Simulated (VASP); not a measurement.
Set up this calculation in VASP 6.6.1, as the native input.

```
Task                   : single point
Functional             : PBEsol
Potentials or basis    : VASP PAW PBE potentials, release 64 (Ba_sv, Zr_sv, O_h)
Cutoff                 : 1340 eV
k mesh                 : 6 × 6 × 6
Occupations            : fermi-dirac, width 0.02 eV
Spin                   : no spin polarisation
Dipole correction      : no
Further INCAR settings : ALGO = Normal; EDIFF = 1e-06; NBANDS = 28
```

The structure of BaZrO3 lies in POSCAR:

```
BaZrO3
1.0
    4.1806653098      0.0000000000      0.0000000000
    0.0000000000      4.1806653098      0.0000000000
    0.0000000000      0.0000000000      4.1806653098
Ba Zr O
1 1 3
Direct
    0.0000000000      0.0000000000      0.0000000000
    0.5000000000      0.5000000000      0.5000000000
    0.5000000000      0.5000000000      0.0000000000
    0.5000000000      0.0000000000      0.5000000000
    0.0000000000      0.5000000000      0.5000000000
```

The input as run:

INCAR

```
SYSTEM = BaZrO3
PREC = Accurate ; ENCUT = 1340
EDIFF = 1E-6 ; ISMEAR = -1
SIGMA = 0.02 ; LREAL = .FALSE.
LASPH = .TRUE. ; NELM = 120
ALGO = Normal ; ISIF = 2
LWAVE = .FALSE. ; LCHARG = .TRUE.
GGA = PS ; LELF = .TRUE.
LVHAR = .TRUE. ; NBANDS = 28
GGA_COMPAT = .FALSE.
```

KPOINTS

```
regular mesh
0
G
  6 6 6
  0 0 0
```

Potentials or basis: VASP PAW PBE potentials, release 64 (Ba_sv, Zr_sv, O_h).

Launch:

```console
$ cat potpaw_PBE.64/Ba_sv/POTCAR potpaw_PBE.64/Zr_sv/POTCAR potpaw_PBE.64/O_h/POTCAR > POTCAR
$ mpirun -np 1 vasp_std > vasp.out
```

It gave:

The pressure is 1.0 GPa and the band gap on the k mesh is 3.13 eV (least direct gap 3.34 eV).

Caveat: the PAW data sets were made with another functional, which shifts forces and pressure a little; spin-orbit coupling is left out, which moves the levels of the heavy elements.

It took 110 s on 1 thread of Intel(R) Xeon(R) Platinum 8488C (Sapphire Rapids), on a shared host, peak memory 0.45 GiB.
